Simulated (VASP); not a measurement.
# Li7NbO6 (R3) in VASP: further runs

The runs below take Li7NbO6 through single point, with r2SCAN.

All numbers are computed with VASP 6.6.1; they aren't measurements. Logs are shortened: lines on timing, memory, paths and dates and some standing lists are left out, and cuts for length are marked.

### Step 1. The cell of the first run

The structure is trigonal, space group R3 (No. 146). Conventional cell: a = 5.272 Å, b = 5.272 Å, c = 14.040 Å, α = 90.00°, β = 90.00°, γ = 120.00°. Li (site symmetry 1) has 4 O at 1.76 to 1.90 Å and 4 Li at 2.20 to 2.43 Å and 1 Nb at 2.59 Å within 2.6 Å. Li (site symmetry 1) has 4 O at 1.81 to 1.90 Å and 6 Li at 2.20 to 2.57 Å and 1 Nb at 2.55 Å within 2.6 Å. Li (site symmetry 3) has 6 O at 2.02 to 2.19 Å and 6 Li at 2.41 to 2.43 Å within 2.7 Å. Nb (site symmetry 3) has 6 O at 1.96 to 1.98 Å and 6 Li at 2.55 to 2.59 Å within 2.6 Å. O (site symmetry 1) has 5 Li at 1.81 to 2.02 Å and 1 Nb at 1.98 Å within 2.4 Å. Within 2.3 Å of O (site symmetry 1) lie 5 Li at 1.76 to 2.19 Å and 1 Nb at 1.96 Å.

### Step 2. Single point, r2SCAN (8.05 Å³/atom)

POSCAR reads:

```
Li7NbO6
1.0
    2.6357777852      1.5217670139      4.6800077400
   -2.6357777852      1.5217670139      4.6800077400
    0.0000000000     -3.0435340275      4.6800077401
Li Nb O
7 1 6
Direct
    0.4894039453      0.7287122825      0.1294767645
    0.2308735648      0.9281478776      0.4897880823
    0.9281478776      0.4897880823      0.2308735648
    0.6593328820      0.6593328820      0.6593328820
    0.1294767645      0.4894039453      0.7287122825
    0.7287122825      0.1294767645      0.4894039453
    0.4897880823      0.2308735648      0.9281478776
   -0.0007399610     -0.0007399610     -0.0007399610
    0.6287649339      0.8839551895      0.2384239223
    0.0681737342      0.7890761094      0.3875286729
    0.7890761094      0.3875286729      0.0681737342
    0.2384239223      0.6287649339      0.8839551895
    0.8839551895      0.2384239223      0.6287649339
    0.3875286729      0.0681737342      0.7890761094
```

INCAR.step1 reads:

```
SYSTEM = Li7NbO6
ALGO = Normal
EDIFF = 1E-4
ENCUT = 520
GGA = PE
ISMEAR = 0
LASPH = .True.
LCHARG = .False.
LREAL = .False.
LWAVE = .True.
NBANDS = 48
NELM = 80
PREC = Accurate
SIGMA = 0.02
```

INCAR.step2 reads:

```
SYSTEM = Li7NbO6
ALGO = Normal
EDIFF = 1E-7
ENCUT = 520
ISIF = 2
ISMEAR = 0
ISTART = 1
LASPH = .True.
LCHARG = .False.
LMIXTAU = .True.
LREAL = .False.
LWAVE = .False.
METAGGA = R2SCAN
NBANDS = 48
NELM = 80
PREC = Accurate
SIGMA = 0.02
```

KPOINTS reads:

```
k-points
0
Gamma
  6 6 6
  0 0 0
```

Potentials or basis: VASP PAW PBE potentials, release 64 (Li_sv, Nb_sv, O).

The run is started by

```bash
$ cat potpaw_PBE.64/Li_sv/POTCAR potpaw_PBE.64/Nb_sv/POTCAR potpaw_PBE.64/O/POTCAR > POTCAR
$ cp INCAR.step1 INCAR
$ mpirun -np 1 vasp_std > vasp.out
$ cp INCAR.step2 INCAR
$ mpirun -np 1 vasp_std > vasp.out
```

OUTCAR:

```text
SYSTEM = Li7NbO6
   EDIFF = 1E-7
   ENCUT = 520
   ISIF = 2
   ISMEAR = 0
   ISTART = 1
   LASPH = .True.
   LREAL = .False.
   METAGGA = R2SCAN
   NELM = 80
   PREC = Accurate

 ion  position               nearest neighbor table
   1  0.489  0.729  0.129-  11 1.76  14 1.88   9 1.89  10 1.90   2 2.20   3 2.28   7 2.37   4 2.43
                             8 2.59
   2  0.231  0.928  0.490-   9 1.81  13 1.86  12 1.89  10 1.90   1 2.20   5 2.28   6 2.37   4 2.41
                             8 2.55   7 2.57   3 2.57
   3  0.928  0.490  0.231-  13 1.81  12 1.86   9 1.89  11 1.90   6 2.20   1 2.28   5 2.37   4 2.41
                             8 2.55   7 2.57   2 2.57
   4  0.659  0.659  0.659-   9 2.02  12 2.02  13 2.02  10 2.19  11 2.19  14 2.19   7 2.41   3 2.41
                             2 2.41   1 2.43   6 2.43   5 2.43
   5  0.129  0.489  0.729-  10 1.76  11 1.88  12 1.89  14 1.90   7 2.20   2 2.28   3 2.37   4 2.43
                             8 2.59
   6  0.729  0.129  0.489-  14 1.76  10 1.88  13 1.89  11 1.90   3 2.20   7 2.28   2 2.37   4 2.43
                             8 2.59
   7  0.490  0.231  0.928-  12 1.81   9 1.86  13 1.89  14 1.90   5 2.20   6 2.28   1 2.37   4 2.41
                             8 2.55   2 2.57   3 2.57
   8  0.999  0.999  0.999-  14 1.96  10 1.96  11 1.96   9 1.98  13 1.98  12 1.98   2 2.55   3 2.55
                             7 2.55   5 2.59   6 2.59   1 2.59
   9  0.629  0.884  0.238-   2 1.81   7 1.86   1 1.89   3 1.89   8 1.98   4 2.02
  10  0.068  0.789  0.388-   5 1.76   6 1.88   2 1.90   1 1.90   8 1.96   4 2.19
  11  0.789  0.388  0.068-   1 1.76   5 1.88   3 1.90   6 1.90   8 1.96   4 2.19
  12  0.238  0.629  0.884-   7 1.81   3 1.86   5 1.89   2 1.89   8 1.98   4 2.02
  13  0.884  0.238  0.629-   3 1.81   2 1.86   6 1.89   7 1.89   8 1.98   4 2.02
  14  0.388  0.068  0.789-   6 1.76   1 1.88   7 1.90   5 1.90   8 1.96   4 2.19

  LATTYP: Found a trigonal (rhomboedric) cell.
 ALAT       =     5.5826133508
 COS(alpha) =     0.5541667214

  Lattice vectors:

 A1 = (   2.6357777852,   1.5217670139,   4.6800077400)
 A2 = (  -2.6357777852,   1.5217670139,   4.6800077400)
 A3 = (   0.0000000000,  -3.0435340275,   4.6800077401)

Analysis of symmetry for initial positions (statically):
=====================================================================
 Subroutine PRICEL returns:
 Original cell was already a primitive cell.

 Routine SETGRP: Setting up the symmetry group for a
 trigonal (rhombohedral) supercell.

 Subroutine GETGRP returns: Found  3 space group operations
 (whereof  3 operations were pure point group operations)
 out of a pool of 12 trial point group operations.

The static configuration has the point symmetry C_3 .

Analysis of symmetry for dynamics (positions and initial velocities):
[... 158 lines left out ...]
  Thomas-Fermi vector in A             =   2.520375
   LORBIT       =      0    0 simple, 1 ext, 2 COOP (PROOUT), +10 PAW based schemes
   METAGGA = R2SCAN    functional components
   LHFCALC =     F    Hartree Fock is set to
   AEXX    =    0.0000 exact exchange contribution
   IVDW    =     0    specifies the selected vdW correction
   LEPSILON=     F    determine dielectric tensor
   LRPA    =     F    only Hartree local field effects (RPA)
 non-spin polarized calculation
 Gauss-broadening in eV      SIGMA  =   0.02
  energy-cutoff  :      520.00
  volume of cell :      112.63
 maximum number of plane-waves:      3050
 NGX is ok and might be reduce to    42
   NGX = 21   NGY = 21   NGZ = 21

 number of electron      69.9999990 magnetization

 Free energy of the ion-electron system (eV)
  ---------------------------------------------------
  ext. energy  EPLUGINS =         0.00000000
  ---------------------------------------------------
  free energy    TOTEN  =      -109.67966778 eV

  energy without entropy =     -109.67966778  energy(sigma->0) =     -109.67966778

 E-fermi :   2.9354     XC(G=0): -11.3460

 val. band max:        2.8537194741   @ k =   0.0000   0.0000   0.0000
 cond. band min:       7.3137005357   @ k =   0.5000  -0.0000   0.0000
 fundamental gap:      4.4599810616
 Fermi energy:         2.9354279399

 k-point     1 :       0.0000    0.0000    0.0000
  band No.  band energies     occupation
      1     -52.9221      2.00000
      2     -41.2602      2.00000
      3     -41.1163      2.00000
      4     -41.0402      2.00000
      5     -41.0402      2.00000
      6     -40.8843      2.00000
[... 1189 lines left out ...]
     46      15.2887      0.00000
     47      16.0636      0.00000

 [... further k-points ...]

 [bands above 47 left out]

------------------------ aborting loop because EDIFF is reached ----------------------------------------

  FORCE on cell =-STRESS in cart. coord.  units (eV):
  Direction    XX          YY          ZZ          XY          YZ          ZX
  --------------------------------------------------------------------------------------
  -------------------------------------------------------------------------------------
  Total       12.7748080     12.7748080     12.4908252      0.0000032     -0.0000000      0.0000000
  in kB      181.7231191    181.7231191    177.6834311      0.0000460     -0.0000000      0.0000000
  external PRESSURE =     180.3765564 kB  Pullay stress =       0.0000000 kB

 VOLUME and BASIS-vectors are now :
 -----------------------------------------------------------------------------
  energy-cutoff  :      520.00
  volume of cell :      112.63
      direct lattice vectors                 reciprocal lattice vectors
     2.635777785  1.521767014  4.680007740     0.189697327  0.109521803  0.071224953
    -2.635777785  1.521767014  4.680007740    -0.189697327  0.109521803  0.071224953
     0.000000000 -3.043534027  4.680007740     0.000000000 -0.219043605  0.071224953

 POSITION                                       TOTAL-FORCE (eV/Angst)
 -----------------------------------------------------------------------------------
     -0.63076      1.45962      6.30675        -0.035714      0.029908     -0.001564
     -1.83786      0.27307      7.71644        -0.011400      0.040264     -0.001471
      1.15542      1.45510      7.71644         0.040570     -0.010260     -0.001471
      0.00000      0.00000      9.25705        -0.000000      0.000000      0.015273
     -0.94869     -1.27607      6.30675        -0.008044     -0.045883     -0.001564
      1.57945     -0.18355      6.30675         0.043758      0.015976     -0.001564
      0.68244     -1.72817      7.71644        -0.029170     -0.030004     -0.001471
      0.00000      0.00000     14.02963        -0.000000      0.000000      0.006284
     -0.67262      1.57636      8.19537         0.038505      0.005922      0.059253
     -1.90014      0.12508      5.82557        -0.024888      0.041224     -0.063404
      1.05839      1.58303      5.82557         0.048145      0.000941     -0.063404
     -1.02885     -1.37069      8.19537        -0.024381      0.030385      0.059253
      1.70148     -0.20567      8.19537        -0.014124     -0.036307      0.059253
      0.84175     -1.70811      5.82557        -0.023257     -0.042165     -0.063404
 -----------------------------------------------------------------------------------
    total drift:                                0.000000     -0.000000     -0.063703

  FREE ENERGIE OF THE ION-ELECTRON SYSTEM (eV)
  ---------------------------------------------------
  free  energy   TOTEN  =      -109.6796677806 eV

  energy  without entropy=     -109.6796677806  energy(sigma->0) =     -109.67966778
```

OSZICAR.step1:

```text
N       E                     dE             d eps       ncg     rms          rms(c)
DAV:   1     0.714608051484E+03    0.71461E+03   -0.35157E+04  3848   0.165E+03
DAV:   2    -0.176027631258E+02   -0.73221E+03   -0.69310E+03  4448   0.509E+02
DAV:   3    -0.886909408317E+02   -0.71088E+02   -0.70443E+02  5280   0.140E+02
DAV:   4    -0.986481737253E+02   -0.99572E+01   -0.98844E+01  6984   0.472E+01
DAV:   5    -0.992205950088E+02   -0.57242E+00   -0.57226E+00  5504   0.908E+00    0.241E+01
DAV:   6    -0.822654109436E+02    0.16955E+02   -0.55019E+01  5480   0.428E+01    0.730E+00
DAV:   7    -0.826219364931E+02   -0.35653E+00   -0.65268E+00  5800   0.109E+01    0.511E+00
DAV:   8    -0.826421436805E+02   -0.20207E-01   -0.56923E-01  5776   0.448E+00    0.150E+00
DAV:   9    -0.826638193930E+02   -0.21676E-01   -0.77073E-02  5776   0.145E+00    0.545E-01
DAV:  10    -0.826690287420E+02   -0.52093E-02   -0.23246E-02  5008   0.758E-01    0.146E-01
DAV:  11    -0.826697895195E+02   -0.76078E-03   -0.35203E-03  5888   0.284E-01    0.702E-02
DAV:  12    -0.826700227106E+02   -0.23319E-03   -0.40326E-04  4112   0.118E-01    0.267E-02
DAV:  13    -0.826700258662E+02   -0.31555E-05   -0.41203E-05  3696   0.471E-02
   1 F= -.82670026E+02 E0= -.82670026E+02  d E =-.379799E-69
```

Wall time 21 min (1 thread of AMD EPYC 9R45 (Zen 5), shared host); peak memory 0.36 GiB.

Results:

| Quantity | Value |
| --- | --- |
| Free energy | -109.6797 eV |
| Largest force | 0.080 eV/Å |
| Band gap on the k mesh | 4.46 eV (least direct gap 4.76 eV) |

Forces in eV/Å, atoms in the order of the input:
```
Li  -0.036  0.030 -0.002
Li  -0.011  0.040 -0.001
Li   0.041 -0.010 -0.001
Li   0.000  0.000  0.015
Li  -0.008 -0.046 -0.002
Li   0.044  0.016 -0.002
Li  -0.029 -0.030 -0.001
Nb   0.000  0.000  0.006
O    0.039  0.006  0.059
O   -0.025  0.041 -0.063
O    0.048  0.001 -0.063
O   -0.024  0.030  0.059
O   -0.014 -0.036  0.059
O   -0.023 -0.042 -0.063
```

Caveat: the cutoff is under 1.25 times the usual one of these potentials, so pressure, stress and relaxed cells hold a basis-set (Pulay) error; the PAW data sets were made with another functional, which shifts forces and pressure a little.

### Step 3. Single point, r2SCAN (8.32 Å³/atom)

This run uses another cell than the first one, of 8.32 Å³/atom.

POSCAR reads:

```
Li7NbO6
1.0
    2.6671940198      1.5399051854      4.7262170294
   -2.6671940198      1.5399051854      4.7262170294
    0.0000000000     -3.0798103706      4.7262170295
Li Nb O
7 1 6
Direct
    0.4916513089      0.7281958536      0.1272081885
    0.2317375024      0.9286265467      0.4894014097
    0.9286265467      0.4894014097      0.2317375024
    0.6579704736      0.6579704736      0.6579704736
    0.1272081885      0.4916513089      0.7281958536
    0.7281958536      0.1272081885      0.4916513089
    0.4894014097      0.2317375024      0.9286265467
   -0.0004167438     -0.0004167438     -0.0004167438
    0.6315583754      0.8838493733      0.2365671154
    0.0691006850      0.7908990977      0.3845688137
    0.7908990977      0.3845688137      0.0691006850
    0.2365671154      0.6315583754      0.8838493733
    0.8838493733      0.2365671154      0.6315583754
    0.3845688137      0.0691006850      0.7908990977
```

INCAR.step1 reads:

```
SYSTEM = Li7NbO6
  ALGO = Normal
  EDIFF = 1E-4
  ENCUT = 520
  GGA = PE
  ISMEAR = 0
  LASPH = .True.
  LCHARG = .False.
  LREAL = .False.
  LWAVE = .True.
  NBANDS = 48
  NELM = 100
  PREC = Accurate
  SIGMA = 0.02
```

INCAR.step2 reads:

```
SYSTEM = Li7NbO6
  ALGO = Normal
  EDIFF = 1E-7
  ENCUT = 520
  ISIF = 2
  ISMEAR = 0
  ISTART = 1
  LASPH = .True.
  LCHARG = .False.
  LMIXTAU = .True.
  LREAL = .False.
  LWAVE = .False.
  METAGGA = R2SCAN
  NBANDS = 48
  NELM = 100
  PREC = Accurate
  SIGMA = 0.02
```

KPOINTS is that of step 2.

Potentials or basis: VASP PAW PBE potentials, release 64 (Li_sv, Nb_sv, O).

The run is started by

```bash
$ cat potpaw_PBE.64/Li_sv/POTCAR potpaw_PBE.64/Nb_sv/POTCAR potpaw_PBE.64/O/POTCAR > POTCAR
$ cp INCAR.step1 INCAR
$ mpirun -np 1 vasp_std > vasp.out
$ cp INCAR.step2 INCAR
$ mpirun -np 1 vasp_std > vasp.out
```

OUTCAR:

```text
SYSTEM = Li7NbO6
   EDIFF = 1E-7
   ENCUT = 520
   ISIF = 2
   ISMEAR = 0
   ISTART = 1
   LASPH = .True.
   LREAL = .False.
   METAGGA = R2SCAN
   NELM = 100
   PREC = Accurate

 ion  position               nearest neighbor table
   1  0.492  0.728  0.127-  11 1.79  14 1.90   9 1.92  10 1.93   2 2.24   3 2.30   7 2.40   4 2.46
                             8 2.62
   2  0.232  0.929  0.489-   9 1.84  13 1.88  12 1.91  10 1.92   1 2.24   5 2.30   6 2.40   4 2.42
                             8 2.59   3 2.59   7 2.59
   3  0.929  0.489  0.232-  13 1.84  12 1.88   9 1.91  11 1.92   6 2.24   1 2.30   5 2.40   4 2.42
                             8 2.59   2 2.59   7 2.59
   4  0.658  0.658  0.658-  13 2.03  12 2.03   9 2.03  14 2.24  10 2.24  11 2.24   2 2.42   7 2.42
                             3 2.42   5 2.46   6 2.46   1 2.46
   5  0.127  0.492  0.728-  10 1.79  11 1.90  12 1.92  14 1.93   7 2.24   2 2.30   3 2.40   4 2.46
                             8 2.62
   6  0.728  0.127  0.492-  14 1.79  10 1.90  13 1.92  11 1.93   3 2.24   7 2.30   2 2.40   4 2.46
                             8 2.62
   7  0.489  0.232  0.929-  12 1.84   9 1.88  13 1.91  14 1.92   5 2.24   6 2.30   1 2.40   4 2.42
                             8 2.59   3 2.59   2 2.59
[... 1434 lines left out ...]
  -------------------------------------------------------------------------------------
  Total        9.0367109      9.0367109      8.8086734      0.0000030     -0.0000000      0.0000000
  in kB      124.3104011    124.3104011    121.1734823      0.0000409     -0.0000000      0.0000000
  external PRESSURE =     123.2647615 kB  Pullay stress =       0.0000000 kB

 VOLUME and BASIS-vectors are now :
 -----------------------------------------------------------------------------
  energy-cutoff  :      520.00
  volume of cell :      116.47
      direct lattice vectors                 reciprocal lattice vectors
     2.667194020  1.539905185  4.726217029     0.187462928  0.108231772  0.070528571
    -2.667194020  1.539905185  4.726217029    -0.187462928  0.108231772  0.070528571
     0.000000000 -3.079810371  4.726217029     0.000000000 -0.216463544  0.070528571

 POSITION                                       TOTAL-FORCE (eV/Angst)
 -----------------------------------------------------------------------------------
     -0.63091      1.48667      6.36648        -0.040299      0.027230     -0.029252
     -1.85874      0.27959      7.79715        -0.012631      0.023390     -0.011031
      1.17150      1.46992      7.79715         0.026572     -0.000757     -0.011031
      0.00000      0.00000      9.32913        -0.000000      0.000000      0.029015
     -0.97204     -1.28972      6.36648        -0.003432     -0.048515     -0.029252
      1.60295     -0.19695      6.36648         0.043731      0.021285     -0.029252
      0.68724     -1.74951      7.79715        -0.013941     -0.022633     -0.011031
      0.00000      0.00000     14.17274        -0.000000      0.000000      0.024076
     -0.67291      1.60500      8.28021         0.024062      0.000542      0.054854
     -1.92518      0.13992      5.88210        -0.017754      0.022494     -0.032268
      1.08376      1.59729      5.88210         0.028358      0.004128     -0.032268
     -1.05352     -1.38526      8.28021        -0.012500      0.020568      0.054854
      1.72643     -0.21974      8.28021        -0.011562     -0.021109      0.054854
      0.84141     -1.73721      5.88210        -0.010604     -0.026622     -0.032268
 -----------------------------------------------------------------------------------
    total drift:                                0.000000     -0.000002     -0.254311

  FREE ENERGIE OF THE ION-ELECTRON SYSTEM (eV)
  ---------------------------------------------------
  free  energy   TOTEN  =      -110.0580780000 eV

  energy  without entropy=     -110.0580780000  energy(sigma->0) =     -110.05807800
```

OSZICAR.step1:

```text
N       E                     dE             d eps       ncg     rms          rms(c)
DAV:   1     0.704192367233E+03    0.70419E+03   -0.34940E+04  3840   0.164E+03
DAV:   2    -0.193191066383E+02   -0.72351E+03   -0.68658E+03  4424   0.504E+02
DAV:   3    -0.894467922963E+02   -0.70128E+02   -0.69461E+02  5408   0.139E+02
DAV:   4    -0.989470697268E+02   -0.95003E+01   -0.94309E+01  6904   0.465E+01
DAV:   5    -0.995396861651E+02   -0.59262E+00   -0.59245E+00  5536   0.915E+00    0.239E+01
DAV:   6    -0.827285941091E+02    0.16811E+02   -0.56306E+01  5472   0.423E+01    0.739E+00
DAV:   7    -0.830618147177E+02   -0.33322E+00   -0.67094E+00  5800   0.110E+01    0.501E+00
DAV:   8    -0.830791454173E+02   -0.17331E-01   -0.59199E-01  5784   0.456E+00    0.146E+00
DAV:   9    -0.830985458585E+02   -0.19400E-01   -0.77789E-02  6064   0.147E+00    0.571E-01
DAV:  10    -0.831041663662E+02   -0.56205E-02   -0.26096E-02  5112   0.760E-01    0.149E-01
DAV:  11    -0.831049092848E+02   -0.74292E-03   -0.38118E-03  5552   0.298E-01    0.733E-02
DAV:  12    -0.831052157672E+02   -0.30648E-03   -0.54741E-04  4128   0.135E-01    0.300E-02
DAV:  13    -0.831052262156E+02   -0.10448E-04   -0.55947E-05  3712   0.525E-02
   1 F= -.83105226E+02 E0= -.83105226E+02  d E =-.114073E-75
```

It took 18 min on 1 thread of AMD EPYC 9R45 (Zen 5), shared host; peak memory 0.35 GiB.

What came out:

```yaml
Free_energy: -110.0581 eV
Largest_force: 0.060 eV/Å
Band_gap_on_the_k_mesh: 4.41 eV (least direct gap 4.70 eV)
```

Forces in eV/Å, atoms in the order of the input:
```
Li  -0.040  0.027 -0.029
Li  -0.013  0.023 -0.011
Li   0.027 -0.001 -0.011
Li   0.000  0.000  0.029
Li  -0.003 -0.049 -0.029
Li   0.044  0.021 -0.029
Li  -0.014 -0.023 -0.011
Nb   0.000  0.000  0.024
O    0.024  0.001  0.055
O   -0.018  0.022 -0.032
O    0.028  0.004 -0.032
O   -0.013  0.021  0.055
O   -0.012 -0.021  0.055
O   -0.011 -0.027 -0.032
```

Caveat: the cutoff is under 1.25 times the usual one of these potentials, so pressure, stress and relaxed cells hold a basis-set (Pulay) error; the PAW data sets were made with another functional, which shifts forces and pressure a little.
